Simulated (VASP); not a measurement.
# Ir (P6_3/mmc) in VASP: further runs, part 2 of 2

VASP 6.6.1. Earlier steps stand in the parts before.

### Step 3. Relaxation of cell and atoms, PBE, target pressure 2 GPa, at which the enthalpy is minimised

INCAR

```
PREC = Accurate
ENCUT = 600
EDIFF = 1E-6
ISMEAR = -1
SIGMA = 0.05
LREAL = False
LASPH = True
NELM = 80
ALGO = Normal
ISIF = 3
LWAVE = False
LCHARG = False
GGA = PE
IBRION = 2
NSW = 60
EDIFFG = -0.01
PSTRESS = 20.0
```

KPOINTS

```
regular mesh
0
Gamma
  11 11 6
```

POSCAR

```
Ir
1.0
    2.7513778946      0.0000000000      0.0000000000
   -1.3756889473      2.3827631521      0.0000000000
    0.0000000000      0.0000000000      4.4622900000
Ir
2
Direct
    0.3333333333      0.6666666667      0.2500000000
    0.6666666667      0.3333333333      0.7500000000
```

Potentials or basis: VASP PAW PBE potentials, release 64 (Ir).

Run with:

```sh
> cat potpaw_PBE.64/Ir/POTCAR > POTCAR
> mpirun -np 1 vasp_std > vasp.out
```

It took 73 s on 1 thread of Intel Xeon Platinum 8259CL at 2.50GHz (Skylake/Cascade Lake), shared host; peak memory 0.18 GiB.

It converged, with:

| Quantity | Value |
| --- | --- |
| Free energy | -17.5356 eV |
| Relaxed volume | 14.51 Å³/atom |
| Relaxed cell | a = 2.744 Å, b = 2.744 Å, c = 4.449 Å, α = 90.00°, β = 90.00°, γ = 120.00° |
| Space group after relaxing (to 0.05 Å) | P6_3/mmc (No. 194) |
| Energy change on relaxing (the enthalpy is what falls) | +0.4 meV/atom |
| Ionic steps | 4 |
| Pressure after relaxing | 2.0 GPa |
| Band gap on the k mesh | zero (band 9 reaches 11.01 eV, above the bottom of band 10 at 7.89 eV) |

Stress tensor (GPa, compression positive):
```
2.11 0.00 0.00
0.00 2.11 0.00
0.00 0.00 1.92
```

The path:
```
step  energy change (eV)  largest force (eV/Å)  pressure (GPa)  volume (Å³)
   1              0.0000                0.0000           -0.75        29.25
   2              0.0383                0.0000           12.97        28.21
   3              0.0008                0.0000            1.99        29.03
   4              0.0009                0.0000            2.05        29.02
```

Final structure:
```cif
data_structure
_symmetry_space_group_name_H-M 'P 1'
_symmetry_Int_Tables_number 1
_cell_length_a 2.7444
_cell_length_b 2.7444
_cell_length_c 4.4494
_cell_angle_alpha 90.000
_cell_angle_beta 90.000
_cell_angle_gamma 120.000
_cell_volume 29.02
loop_
_atom_site_label
_atom_site_type_symbol
_atom_site_fract_x
_atom_site_fract_y
_atom_site_fract_z
_atom_site_occupancy
Ir1 Ir 0.33333 0.66667 0.25000 1
Ir2 Ir 0.66667 0.33333 0.75000 1
```

Levels at points of the mesh, in eV from the Fermi level:
| k point | band 5 | band 6 | band 7 | band 8 | band 9 | band 10 | band 11 | band 12 | band 13 |
| --- | --- | --- | --- | --- | --- | --- | --- | --- | --- |
| (0.00, 0.00, 0.00) | -3.69 | -3.05 | -3.05 | -2.29 | -2.29 | -0.74 | 0.27 | 0.27 | 6.87 |
| (0.00, 0.00, 0.50) | -3.81 | -3.81 | -3.81 | -3.81 | -0.45 | -0.45 | -0.45 | -0.45 | 13.61 |

Caveat: the cell is relaxed towards a set pressure, so the enthalpy falls and the energy may rise; spin-orbit coupling is left out, which moves the levels of the heavy elements.

### Step 4. Relaxation of cell and atoms, PBE, target pressure 5 GPa, at which the enthalpy is minimised

INCAR

```
SYSTEM = Ir
ALGO = Normal ; EDIFF = 1E-6
EDIFFG = -0.01 ; ENCUT = 600
GGA = PE ; IBRION = 2
ISIF = 3 ; ISMEAR = -1
LASPH = .True. ; LCHARG = .False.
LREAL = .False. ; LWAVE = .False.
NELM = 100 ; NSW = 60
PREC = Accurate ; PSTRESS = 50.0
SIGMA = 0.05
```

KPOINTS

```
k-points
0
Gamma
  11 11 6
  0 0 0
```

POSCAR is that of step 3.

Run with:

```sh
> cat potpaw_PBE.64/Ir/POTCAR > POTCAR
> mpirun -np 1 vasp_std > vasp.out
```

It took 79 s on 1 thread of Intel Xeon Platinum 8259CL at 2.50GHz (Skylake/Cascade Lake), shared host; peak memory 0.17 GiB.

It converged, with:

```
Free energy                                            : -17.5306 eV
Relaxed volume                                         : 14.39 Å³/atom
Relaxed cell                                           : a = 2.737 Å, b = 2.737 Å, c = 4.437 Å, α = 90.00°, β = 90.00°, γ = 120.00°
Space group after relaxing (to 0.05 Å)                 : P6_3/mmc (No. 194)
Energy change on relaxing (the enthalpy is what falls) : +3.0 meV/atom
Ionic steps                                            : 4
Pressure after relaxing                                : 5.0 GPa
Band gap on the k mesh                                 : zero (band 9 reaches 11.16 eV, above the bottom of band 10 at 8.00 eV)
```

Stress tensor (GPa, compression positive):
```
5.03 0.00 0.00
0.00 5.03 0.00
0.00 0.00 4.92
```

Step by step:
```
step  energy change (eV)  largest force (eV/Å)  pressure (GPa)  volume (Å³)
   1              0.0000                0.0000           -0.75        29.25
   2              0.1898                0.0000           31.28        27.09
   3              0.0057                0.0000            4.86        28.80
   4              0.0060                0.0000            4.99        28.79
```

Final structure:
```xyz
2
Lattice="2.7370 0.0000 0.0000 -1.3685 2.3703 0.0000 0.0000 0.0000 4.4374" Properties=species:S:1:pos:R:3 pbc="T T T"
Ir    0.0000    1.5802    1.1094
Ir    1.3685    0.7901    3.3281
```

Levels at points of the mesh, in eV from the Fermi level:
```tsv
k point	band 6	band 7	band 8	band 9	band 10	band 11	band 12	band 13
(0.00, 0.00, 0.00)	-3.09	-3.09	-2.32	-2.32	-0.76	0.28	0.28	6.95
(0.00, 0.00, 0.50)	-3.86	-3.86	-3.86	-0.45	-0.45	-0.45	-0.45	13.62
```

Caveat: the cell is relaxed towards a set pressure, so the enthalpy falls and the energy may rise; spin-orbit coupling is left out, which moves the levels of the heavy elements.

### Step 5. Relaxation of cell and atoms, PBE, target pressure 10 GPa, at which the enthalpy is minimised

INCAR

```
SYSTEM = Ir
ALGO     = Normal         ! electronic algorithm
EDIFF    = 1E-6           ! SCF threshold, eV
EDIFFG   = -0.01          ! ionic threshold
ENCUT    = 600            ! plane-wave cutoff, eV
GGA      = PE             ! functional
IBRION   = 2              ! ionic algorithm
ISIF     = 3              ! what is computed and relaxed
ISMEAR   = -1             ! smearing method
LASPH    = .True.         ! aspherical terms in the spheres
LCHARG   = .False.        ! write CHGCAR
LREAL    = .False.        ! projectors in reciprocal space
LWAVE    = .False.        ! write WAVECAR
NELM     = 100            ! most SCF steps
NSW      = 60             ! ionic steps
PREC     = Accurate       ! precision mode
PSTRESS  = 100.0        
SIGMA    = 0.05           ! smearing width, eV
```

KPOINTS is that of step 4.

POSCAR is that of step 4.

Run with:

```sh
> cat potpaw_PBE.64/Ir/POTCAR > POTCAR
> mpirun -np 1 vasp_std > vasp.out
```

It took 68 s on 1 thread of Intel Xeon Platinum 8259CL at 2.50GHz (Skylake/Cascade Lake), shared host; peak memory 0.18 GiB.

Results (log left out):

| Quantity | Value |
| --- | --- |
| Free energy | -17.5136 eV |
| Relaxed volume | 14.21 Å³/atom |
| Relaxed cell | a = 2.725 Å, b = 2.725 Å, c = 4.419 Å, α = 90.00°, β = 90.00°, γ = 120.00° |
| Space group after relaxing (to 0.05 Å) | P6_3/mmc (No. 194) |
| Energy change on relaxing (the enthalpy is what falls) | +11.5 meV/atom |
| Ionic steps | 4 |
| Pressure after relaxing | 9.9 GPa |
| Band gap on the k mesh | zero (band 9 reaches 11.41 eV, above the bottom of band 10 at 8.18 eV) |

The path:
```csv
step,energy change (eV),largest force (eV/Å),pressure (GPa),volume (Å³)
1,0.0000,0.0000,-0.75,29.25
2,0.7503,0.0000,71.33,25.29
3,0.0208,0.0000,9.41,28.46
4,0.0229,0.0000,9.90,28.42
```

Final structure:
```
CELL_PARAMETERS angstrom
2.72527 0.00000 0.00000
-1.36263 2.36015 0.00000
0.00000 0.00000 4.41851
ATOMIC_POSITIONS crystal
Ir 0.33333 0.66667 0.25000
Ir 0.66667 0.33333 0.75000
```

Levels at points of the mesh, in eV from the Fermi level:
| k point | band 5 | band 6 | band 7 | band 8 | band 9 | band 10 | band 11 | band 12 | band 13 |
| --- | --- | --- | --- | --- | --- | --- | --- | --- | --- |
| (0.00, 0.00, 0.00) | -3.81 | -3.16 | -3.16 | -2.37 | -2.37 | -0.80 | 0.28 | 0.28 | 7.07 |
| (0.00, 0.00, 0.50) | -3.94 | -3.94 | -3.94 | -3.94 | -0.46 | -0.46 | -0.46 | -0.46 | 13.64 |

Caveat: the cell is relaxed towards a set pressure, so the enthalpy falls and the energy may rise; spin-orbit coupling is left out, which moves the levels of the heavy elements.

### Step 6. Relaxation of cell and atoms, PBE, target pressure 20 GPa, at which the enthalpy is minimised

INCAR

```
SYSTEM = Ir
PREC = Accurate
ENCUT = 600
EDIFF = 1E-6
ISMEAR = -1
SIGMA = 0.05
LREAL = .False.
LASPH = .True.
NELM = 60
ALGO = Fast
ISIF = 3
LWAVE = .False.
LCHARG = .False.
GGA = PE
IBRION = 2
NSW = 60
EDIFFG = -0.01
PSTRESS = 200.0
```

KPOINTS

```
Automatic mesh
0
Gamma
  11 11 6
  0 0 0
```

POSCAR is that of step 5.

Potentials or basis: VASP PAW PBE potentials, release 64 (Ir).

Run with:

```sh
> cat potpaw_PBE.64/Ir/POTCAR > POTCAR
> mpirun -np 1 vasp_std > vasp.out
```

Wall time 1.9 min (1 thread of Intel Xeon Platinum 8259CL at 2.50GHz (Skylake/Cascade Lake), shared host); peak memory 0.18 GiB.

It converged, with:

```yaml
Free_energy: -17.4510 eV
Relaxed_volume: 13.87 Å³/atom
Relaxed_cell: a = 2.703 Å, b = 2.703 Å, c = 4.386 Å, α = 90.00°, β = 90.00°, γ = 120.00°
Space_group_after_relaxing_to_0.05_Å: P6_3/mmc (No. 194)
Energy_change_on_relaxing_the_enthalpy_is_what_falls: +42.8 meV/atom
Ionic_steps: 6
Pressure_after_relaxing: 20.0 GPa
Band_gap_on_the_k_mesh: zero (band 9 reaches 11.88 eV, above the bottom of band 10 at 8.53 eV)
```

Stress tensor (GPa, compression positive):
```
20.05  0.00  0.00
 0.00 20.05  0.00
 0.00  0.00 19.97
```

The path:
```csv
step,energy change (eV),largest force (eV/Å),pressure (GPa),volume (Å³)
1,0.0000,0.0000,-0.85,29.25
2,3.4824,0.0000,203.51,21.91
3,0.0673,0.0000,17.56,27.90
4,0.0796,0.0000,19.24,27.79
5,0.0855,0.0000,20.02,27.74
6,0.0855,0.0000,20.03,27.74
```

Final structure:
```xyz
2
Lattice="2.7026 0.0000 0.0000 -1.3513 2.3405 0.0000 0.0000 0.0000 4.3860" Properties=species:S:1:pos:R:3 pbc="T T T"
Ir    0.0000    1.5603    1.0965
Ir    1.3513    0.7802    3.2895
```

Levels at points of the mesh, in eV from the Fermi level:
| k point | band 7 | band 8 | band 9 | band 10 | band 11 | band 12 |
| --- | --- | --- | --- | --- | --- | --- |
| (0.00, 0.00, 0.00) | -3.28 | -2.45 | -2.45 | -0.88 | 0.29 | 0.29 |
| (0.00, 0.00, 0.50) | -4.08 | -4.08 | -0.47 | -0.47 | -0.47 | -0.47 |

Caveat: the cell is relaxed towards a set pressure, so the enthalpy falls and the energy may rise; spin-orbit coupling is left out, which moves the levels of the heavy elements.

### Step 7. The runs side by side

| cell | gap on the mesh (eV) | pressure (GPa) |
| --- | --- | --- |
| relaxed | none | 0.0 |
| relaxed to 2 GPa | none | 2.0 |
| relaxed to 5 GPa | none | 5.0 |
| relaxed to 10 GPa | none | 9.9 |
| relaxed to 20 GPa | none | 20.0 |

Alike in all rows: task relaxation of cell and atoms; level PBE; potentials or basis VASP PAW PBE potentials, release 64 (Ir); no spin polarisation; k mesh 11 × 11 × 6; cutoff (eV) 600; smearing fermi-dirac 0.05 eV.

Caveats: spin-orbit coupling is left out, which moves the levels of the heavy elements; the cell is relaxed towards a set pressure, so the enthalpy falls and the energy may rise (some runs).

Absolute energies hang on the potentials; compare differences alone.
